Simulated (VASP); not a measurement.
**HfMg3: relaxation of cell and atoms with PBE**

Crystal: HfMg3.

```
Mg Hf
1.0
     4.43338    0.00000    0.00000
     0.00000    4.43338    0.00000
     0.00000    0.00000    4.43338
Mg Hf
3 1
Cartesian
  2.2167 2.2167 0.0000
  2.2167 0.0000 2.2167
  0.0000 2.2167 2.2167
  0.0000 0.0000 0.0000
```

* Program: VASP 6.6.1
* Task: relaxation of cell and atoms
* Functional: PBE
* Potentials or basis: VASP PAW PBE potentials, release 64 (Mg, Hf_pv)
* Cutoff: 600 eV
* k mesh: 5 × 5 × 5
* Occupations: fermi-dirac, width 0.15 eV
* Spin: no spin polarisation
* Target pressure: 10 GPa
* Dipole correction: no
* Further INCAR settings: ALGO = Normal; EDIFF = 1e-07; IBRION = 2; EDIFFG = -0.05; NSW = 80; ISIF = 3

The relaxed volume is 19.04 Å³/atom, the relaxed cell is a = 4.239 Å, b = 4.239 Å, c = 4.239 Å, α = 90.00°, β = 90.00°, γ = 90.00° and the space group after relaxing (to 0.05 Å) is Pm-3m (No. 221). The energy change on relaxing (the enthalpy is what falls) is +77.5 meV/atom, the ionic steps are 3 and the pressure after relaxing is 10.0 GPa. The band gap on the k mesh is zero (band 8 reaches 4.60 eV, above the bottom of band 9 at 3.13 eV).

The path:
```tsv
step	energy change (eV)	largest force (eV/Å)	pressure (GPa)	volume (Å³)
1	0.0000	0.0000	0.11	87.14
2	0.7175	0.0000	16.91	71.26
3	0.3102	0.0000	9.99	76.18
```

Final structure:
```
CELL_PARAMETERS angstrom
4.23910 0.00000 0.00000
0.00000 4.23910 0.00000
0.00000 0.00000 4.23910
ATOMIC_POSITIONS crystal
Mg 0.50000 0.50000 0.00000
Mg 0.50000 0.00000 0.50000
Mg 0.00000 0.50000 0.50000
Hf 0.00000 0.00000 0.00000
```

Levels at points of the mesh, in eV from the Fermi level:
```
           k point  band 4  band 5  band 6  band 7  band 8  band 9  band 10  band 11
(0.00, 0.00, 0.00)   -7.38   -1.40   -1.40    0.77    0.77    0.77     1.39     1.39
```

Run time: 34 s on 1 thread of Intel Xeon 6975P-C (shared host), peak memory 0.22 GiB.

Caveat: the cell is relaxed towards a set pressure, so the enthalpy falls and the energy may rise; spin-orbit coupling is left out, which moves the levels of the heavy elements.
